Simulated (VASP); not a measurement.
# Sn3Te (Im-3m) in VASP: further runs

Runs on Sn3Te. Level: PBE. Tasks: relaxation of cell and atoms, single point.

Program: VASP 6.6.1. These are calculated values, not measurements. Logs are shortened: lines on timing, memory, paths and dates and some standing lists are left out, and cuts for length are marked.

**1. The cell of the first run**

Symmetry: Im-3m, No. 229, cubic system. The conventional cell has a = 6.440 Å, b = 6.440 Å, c = 6.440 Å, α = 90.00°, β = 90.00°, γ = 90.00°. Within 4.2 Å of Sn (site symmetry 4/mmm) lie 4 Sn at 3.22 Å and 2 Te at 3.22 Å. Te (site symmetry m-3m) has 6 Sn at 3.22 Å within 4.2 Å.

**2. Relaxation of cell and atoms, PBE**

File INCAR:

```
SYSTEM = Sn3Te
PREC = Accurate
ENCUT = 600
EDIFF = 1E-6
ISMEAR = 0
SIGMA = 0.1
LREAL = .False.
LASPH = .True.
NELM = 80
ALGO = Normal
ISIF = 3
LWAVE = .False.
LCHARG = .False.
GGA = PE
IBRION = 2
NSW = 90
EDIFFG = -0.04
```

File KPOINTS:

```
Automatic mesh
0
Gamma
  4 4 4
  0 0 0
```

File POSCAR:

```
Sn3Te
1.0
   -3.2199538800      3.2199538800      3.2199538800
    3.2199538800     -3.2199538800      3.2199538800
    3.2199538800      3.2199538800     -3.2199538800
Sn Te
3 1
Direct
    0.0000000000      0.5000000000      0.5000000000
    0.5000000000      0.0000000000      0.5000000000
    0.5000000000      0.5000000000      0.0000000000
    0.0000000000      0.0000000000      0.0000000000
```

Potentials or basis: VASP PAW PBE potentials, release 64 (Sn_d, Te).

Started as:

```bash
> cat potpaw_PBE.64/Sn_d/POTCAR potpaw_PBE.64/Te/POTCAR > POTCAR
> mpirun -np 1 vasp_std > vasp.out
```

OUTCAR:

```text
SYSTEM = Sn3Te
   PREC = Accurate
   ENCUT = 600
   EDIFF = 1E-6
   ISMEAR = 0
   LREAL = .False.
   LASPH = .True.
   NELM = 80
   ISIF = 3
   GGA = PE
   IBRION = 2
   NSW = 90
   EDIFFG = -0.04

 ion  position               nearest neighbor table
   1  0.000  0.500  0.500-   2 3.22   3 3.22   4 3.22   4 3.22   3 3.22   2 3.22
   2  0.500  0.000  0.500-   1 3.22   3 3.22   4 3.22   3 3.22   4 3.22   1 3.22
   3  0.500  0.500  0.000-   1 3.22   2 3.22   4 3.22   2 3.22   1 3.22   4 3.22
   4  0.000  0.000  0.000-   1 3.22   2 3.22   3 3.22   1 3.22   2 3.22   3 3.22

  LATTYP: Found a body centered cubic cell.
 ALAT       =     6.4399077600

  Lattice vectors:

 A1 = (  -3.2199538800,   3.2199538800,   3.2199538800)
 A2 = (   3.2199538800,  -3.2199538800,   3.2199538800)
 A3 = (   3.2199538800,   3.2199538800,  -3.2199538800)

Analysis of symmetry for initial positions (statically):
=====================================================================
 Subroutine PRICEL returns:
 Original cell was already a primitive cell.

 Routine SETGRP: Setting up the symmetry group for a
 body centered cubic supercell.

 Subroutine GETGRP returns: Found 48 space group operations
 (whereof 48 operations were pure point group operations)
 out of a pool of 48 trial point group operations.

The static configuration has the point symmetry O_h .

Analysis of symmetry for dynamics (positions and initial velocities):
=====================================================================
 Subroutine PRICEL returns:
 Original cell was already a primitive cell.

 Routine SETGRP: Setting up the symmetry group for a
 body centered cubic supercell.

 Subroutine GETGRP returns: Found 48 space group operations
 (whereof 48 operations were pure point group operations)
 out of a pool of 48 trial point group operations.

The dynamic configuration has the point symmetry O_h .

 Subroutine INISYM returns: Found 48 space group operations
 (whereof 48 operations are pure point group operations),
 and found     1 'primitive' translations

----------------------------------------------------------------------------------------

                                     Primitive cell

  volume of cell :     133.5393

  direct lattice vectors                    reciprocal lattice vectors
    -3.219953880  3.219953880  3.219953880     0.000000000  0.155281727  0.155281727
     3.219953880 -3.219953880  3.219953880     0.155281727  0.000000000  0.155281727
     3.219953880  3.219953880 -3.219953880     0.155281727  0.155281727  0.000000000

  length of vectors
     5.577123718  5.577123718  5.577123718     0.219601525  0.219601525  0.219601525
[... 61 lines left out ...]
   ICHARG =      2    charge: 1-file 2-atom 10-const
   ISPIN  =      1    spin polarized calculation?
   LNONCOLLINEAR =      F non collinear calculations
   LSORBIT =      F    spin-orbit coupling
   LASPH  =      T    aspherical Exc in radial PAW
   ENCUT  =  600.0 eV  44.10 Ry    6.64 a.u.  11.14 11.14 11.14*2*pi/ulx,y,z
   NELM   =     80;   NELMIN=  2; NELMDL= -5     # of ELM steps
   EDIFF  = 0.1E-05   stopping-criterion for ELM
   LREAL  =      F    real-space projection
   EDIFFG = -.4E-01   stopping-criterion for IOM
   NSW    =     90    number of steps for IOM
   IBRION =      2    ionic relax: 0-MD 1-quasi-New 2-CG
   NFREE  =      1    steps in history (QN), initial steepest desc. (CG)
   ISIF   =      3    stress and relaxation
   ISYM   =      2    0-nonsym 1-usesym 2-fastsym
   POTIM  = 0.5000    time-step for ionic-motion
   TEBEG  =    0.0;   TEEND  =   0.0 temperature during run
   PSTRESS=    0.0 pullay stress
   NELECT =      48.0000    total number of electrons
   NUPDOWN=      -1.0000    fix difference up-down
   EMIN   =  10.00;   EMAX   =-10.00  energy-range for DOS
   EFERMI =   0.00;   METHOD = LEGACY
   ISMEAR =     0;   SIGMA  =   0.10  broadening in eV -4-tet -1-fermi 0-gaus
   EFERMI_NEDOS =   21; number of points for ismear=-14 and -15
   IALGO  =     38    algorithm
   IMIX   =      4    mixing-type and parameters
     AMIX     =   0.40;   BMIX     =  1.00
     AMIX_MAG =   1.60;   BMIX_MAG =  1.00
  volume/ion in A,a.u.               =      33.38       225.29
  Fermi-wavevector in a.u.,A,eV,Ry     =   1.163998  2.199637 18.434418  1.354892
  Thomas-Fermi vector in A             =   2.300541
   LORBIT       =      0    0 simple, 1 ext, 2 COOP (PROOUT), +10 PAW based schemes
   GGA     = PE    functional components
   LHFCALC =     F    Hartree Fock is set to
   AEXX    =    0.0000 exact exchange contribution
   IVDW    =     0    specifies the selected vdW correction
   LEPSILON=     F    determine dielectric tensor
   LRPA    =     F    only Hartree local field effects (RPA)
 conjugate gradient relaxation of ions
 non-spin polarized calculation
 Gauss-broadening in eV      SIGMA  =   0.10
  energy-cutoff  :      600.00
  volume of cell :      133.54
 maximum number of plane-waves:      4508
 NGX is ok and might be reduce to    48
   NGX = 23   NGY = 23   NGZ = 23

--------------------------------------- Ionic step        1  -------------------------------------------

 number of electron      47.9999995 magnetization

 Free energy of the ion-electron system (eV)
  ---------------------------------------------------
  ext. energy  EPLUGINS =         0.00000000
  ---------------------------------------------------
  free energy    TOTEN  =       -14.88385845 eV

  energy without entropy =      -14.87421433  energy(sigma->0) =      -14.87903639

------------------------ aborting loop because EDIFF is reached ----------------------------------------

  FORCE on cell =-STRESS in cart. coord.  units (eV):
  Direction    XX          YY          ZZ          XY          YZ          ZX
  --------------------------------------------------------------------------------------
  -------------------------------------------------------------------------------------
  Total       -2.5040291     -2.5040291     -2.5040291     -0.0000000      0.0000000     -0.0000000
  in kB      -30.0428421    -30.0428421    -30.0428421     -0.0000000      0.0000000     -0.0000000
  external PRESSURE =     -30.0428421 kB  Pullay stress =       0.0000000 kB
[... 63 lines left out ...]
--------------------------------------- Ionic step        3  -------------------------------------------

 number of electron      47.9999991 magnetization

 Free energy of the ion-electron system (eV)
  ---------------------------------------------------
  ext. energy  EPLUGINS =         0.00000000
  ---------------------------------------------------
  free energy    TOTEN  =       -14.99336881 eV

  energy without entropy =      -14.98371212  energy(sigma->0) =      -14.98854047

 E-fermi :   6.5061     XC(G=0):  -9.6366

 val. band max:        6.4756785910   @ k =   0.5000   0.5000   0.2500
 cond. band min:       6.7518671092   @ k =   0.5000   0.0000   0.0000
 fundamental gap:      0.2761885182
 Fermi energy:         6.5061089505

 k-point     1 :       0.0000    0.0000    0.0000
  band No.  band energies     occupation
      1     -14.8392      2.00000
      2     -14.8392      2.00000
      3     -14.8351      2.00000
      4     -14.7585      2.00000
      5     -14.7585      2.00000
      6     -14.7585      2.00000
[... 268 lines left out ...]
  FREE ENERGIE OF THE ION-ELECTRON SYSTEM (eV)
  ---------------------------------------------------
  free  energy   TOTEN  =       -14.9933688063 eV

  energy  without entropy=      -14.9837121239  energy(sigma->0) =      -14.98854047

 reached required accuracy - stopping structural energy minimisation
```

Wall time 100 s (1 thread of Intel Xeon Platinum 8259CL at 2.50GHz (Skylake/Cascade Lake), shared host); peak memory 0.33 GiB.

Results:

| Item | Value |
| --- | --- |
| Free energy | -14.9934 eV |
| Relaxed volume | 30.68 Å³/atom |
| Relaxed cell | a = 5.422 Å, b = 5.422 Å, c = 5.422 Å, α = 109.47°, β = 109.47°, γ = 109.47° |
| Space group after relaxing (to 0.05 Å) | Im-3m (No. 229) |
| Energy gained by relaxing | 27.4 meV/atom |
| Ionic steps | 3 |
| Pressure after relaxing | 0.0 GPa |
| Band gap on the k mesh | zero (band 24 reaches 7.45 eV, above the bottom of band 25 at 4.68 eV) |

The path:
```csv
step,energy change (eV),largest force (eV/Å),pressure (GPa),volume (Å³)
1,0.0000,0.0000,-3.00,133.54
2,-0.1085,0.0000,0.34,121.80
3,-0.1095,0.0000,0.02,122.72
```

Final structure:
```yaml
crystal:
  lattice:
    - [-3.13056, 3.13056, 3.13056]
    - [3.13056, -3.13056, 3.13056]
    - [3.13056, 3.13056, -3.13056]
  atoms:
    - { symbol: Sn, position: [0.00000, 0.50000, 0.50000] }
    - { symbol: Sn, position: [0.50000, 0.00000, 0.50000] }
    - { symbol: Sn, position: [0.50000, 0.50000, 0.00000] }
    - { symbol: Te, position: [0.00000, 0.00000, 0.00000] }
```

Levels at points of the mesh, in eV from the Fermi level:
```tsv
k point	band 20	band 21	band 22	band 23	band 24	band 25	band 26	band 27	band 28
(0.00, 0.00, 0.00)	-3.37	-3.37	-3.37	-1.83	-1.83	-1.83	2.85	2.85	2.85
(0.50, 0.00, 0.00)	-3.70	-2.38	-1.19	-0.73	0.25	0.29	1.84	2.49	3.01
(0.50, 0.50, 0.50)	-4.79	-4.79	-2.30	-0.58	-0.58	-0.58	5.55	5.59	5.59
```

Caveat: spin-orbit coupling is left out, which moves the levels of the heavy elements.

**3. Single point, PBE**

This run uses another cell than the first one, of 30.62 Å³/atom, 0.917 times its volume.

File INCAR:

```
SYSTEM = Sn3Te
ALGO     = Fast           ! electronic algorithm
EDIFF    = 1E-6           ! SCF threshold, eV
ENCUT    = 520            ! plane-wave cutoff, eV
GGA      = PE             ! functional
ISIF     = 2              ! what is computed and relaxed
ISMEAR   = 0              ! smearing method
LASPH    = .TRUE.         ! aspherical terms in the spheres
LCHARG   = .FALSE.        ! write CHGCAR
LREAL    = .FALSE.        ! projectors in reciprocal space
LWAVE    = .FALSE.        ! write WAVECAR
NBANDS   = 32             ! bands
NELM     = 60             ! most SCF steps
PREC     = Accurate       ! precision mode
SIGMA    = 0.1            ! smearing width, eV
```

File KPOINTS:

```
k-points
0
G
  10 10 10
  0 0 0
```

File POSCAR:

```
Sn3Te
1.0
   -3.1284315443      3.1284315443      3.1284315443
    3.1284315443     -3.1284315443      3.1284315443
    3.1284315443      3.1284315443     -3.1284315443
Sn Te
3 1
Direct
    0.0000000000      0.5000000000      0.5000000000
    0.5000000000      0.0000000000      0.5000000000
    0.5000000000      0.5000000000      0.0000000000
    0.0000000000      0.0000000000      0.0000000000
```

Potentials or basis: VASP PAW PBE potentials, release 64 (Sn_d, Te).

Started as:

```bash
> cat potpaw_PBE.64/Sn_d/POTCAR potpaw_PBE.64/Te/POTCAR > POTCAR
> mpirun -np 1 vasp_std > vasp.out
```

Wall time 2.8 min (1 thread of Intel Xeon Platinum 8259CL at 2.50GHz (Skylake/Cascade Lake), shared host); peak memory 0.34 GiB.

The run converged. Its results:

| Item | Value |
| --- | --- |
| Free energy | -14.9886 eV |
| Pressure | 0.0 GPa |
| Band gap on the k mesh | zero (band 24 reaches 7.25 eV, above the bottom of band 25 at 4.69 eV) |

Levels at points of the mesh, in eV from the Fermi level:
```tsv
k point	band 21	band 22	band 23	band 24	band 25	band 26	band 27	band 28
(0.00, 0.00, 0.00)	-3.68	-3.68	-2.15	-2.15	-2.15	2.54	2.54	2.54
(0.50, 0.00, 0.00)	-2.71	-1.50	-1.03	-0.07	-0.02	1.53	2.18	2.71
(0.50, 0.50, 0.50)	-5.11	-2.60	-0.90	-0.90	-0.90	5.25	5.25	5.25
```

Caveat: spin-orbit coupling is left out, which moves the levels of the heavy elements.

**4. Relaxation of cell and atoms, PBE**

This run uses another cell than the first one, of 30.77 Å³/atom, 0.922 times its volume.

File INCAR:

```
ALGO = Fast ; EDIFF = 1E-7
EDIFFG = -0.01 ; ENCUT = 600
GGA = PE ; IBRION = 2
ISIF = 3 ; ISMEAR = 0
LASPH = T ; LCHARG = F
LREAL = F ; LWAVE = F
NELM = 80 ; NSW = 100
PREC = Accurate ; SIGMA = 0.1
```

File KPOINTS:

```
k-points
0
Gamma
  10 10 10
```

File POSCAR:

```
Sn3Te
1.0
   -3.1334954809      3.1334954809      3.1334954809
    3.1334954809     -3.1334954809      3.1334954809
    3.1334954809      3.1334954809     -3.1334954809
Sn Te
3 1
Direct
    0.0000000000      0.5000000000      0.5000000000
    0.5000000000      0.0000000000      0.5000000000
    0.5000000000      0.5000000000      0.0000000000
    0.0000000000      0.0000000000      0.0000000000
```

Started as:

```bash
> cat potpaw_PBE.64/Sn_d/POTCAR potpaw_PBE.64/Te/POTCAR > POTCAR
> mpirun -np 1 vasp_std > vasp.out
```

Wall time 11 min (1 thread of Intel Xeon Platinum 8259CL at 2.50GHz (Skylake/Cascade Lake), shared host); peak memory 0.44 GiB.

It converged, with:

```yaml
Free_energy: -14.9888 eV
Relaxed_volume: 30.61 Å³/atom
Relaxed_cell: a = 5.418 Å, b = 5.418 Å, c = 5.418 Å, α = 109.47°, β = 109.47°, γ = 109.47°
Space_group_after_relaxing_to_0.05_Å: Im-3m (No. 229)
Energy_gained_by_relaxing: 0.1 meV/atom
Ionic_steps: 3
Pressure_after_relaxing: 0.0 GPa
Band_gap_on_the_k_mesh: zero (band 24 reaches 7.25 eV, above the bottom of band 25 at 4.69 eV)
```

The path:
| step | energy change (eV) | largest force (eV/Å) | pressure (GPa) | volume (Å³) |
| --- | --- | --- | --- | --- |
| 1 | 0.0000 | 0.0000 | -0.22 | 123.07 |
| 2 | -0.0004 | 0.0000 | 0.06 | 122.31 |
| 3 | -0.0004 | 0.0000 | -0.01 | 122.46 |

Final structure:
```
CELL_PARAMETERS angstrom
-3.12832 3.12832 3.12832
3.12832 -3.12832 3.12832
3.12832 3.12832 -3.12832
ATOMIC_POSITIONS crystal
Sn 0.00000 0.50000 0.50000
Sn 0.50000 0.00000 0.50000
Sn 0.50000 0.50000 0.00000
Te 0.00000 0.00000 0.00000
```

Levels at points of the mesh, in eV from the Fermi level:
| k point | band 20 | band 21 | band 22 | band 23 | band 24 | band 25 | band 26 | band 27 | band 28 |
| --- | --- | --- | --- | --- | --- | --- | --- | --- | --- |
| (0.00, 0.00, 0.00) | -3.68 | -3.68 | -3.68 | -2.15 | -2.15 | -2.15 | 2.54 | 2.54 | 2.54 |
| (0.50, 0.00, 0.00) | -4.01 | -2.71 | -1.50 | -1.03 | -0.07 | -0.02 | 1.53 | 2.18 | 2.72 |
| (0.50, 0.50, 0.50) | -5.11 | -5.11 | -2.60 | -0.90 | -0.90 | -0.90 | 5.25 | 5.25 | 5.25 |

Caveat: spin-orbit coupling is left out, which moves the levels of the heavy elements.

**5. Summary**

```tsv
task	cell	k mesh	cutoff (eV)	gap on the mesh (eV)	pressure (GPa)	relaxed volume (Å³/atom)
relaxation of cell and atoms	relaxed from a = 5.577 Å, angles 109.5°, 4 atoms	4 × 4 × 4	600	none	0.0	30.68
single point	a = 5.419 Å, angles 109.5°, 4 atoms	10 × 10 × 10	520	none	0.0	-
relaxation of cell and atoms	relaxed from a = 5.427 Å, angles 109.5°, 4 atoms	10 × 10 × 10	600	none	0.0	30.61
```

Alike in all rows: level PBE; potentials or basis VASP PAW PBE potentials, release 64 (Sn_d, Te); no spin polarisation; smearing gaussian 0.1 eV.

Caveats: spin-orbit coupling is left out, which moves the levels of the heavy elements.

Absolute energies hang on the potentials; compare differences alone.
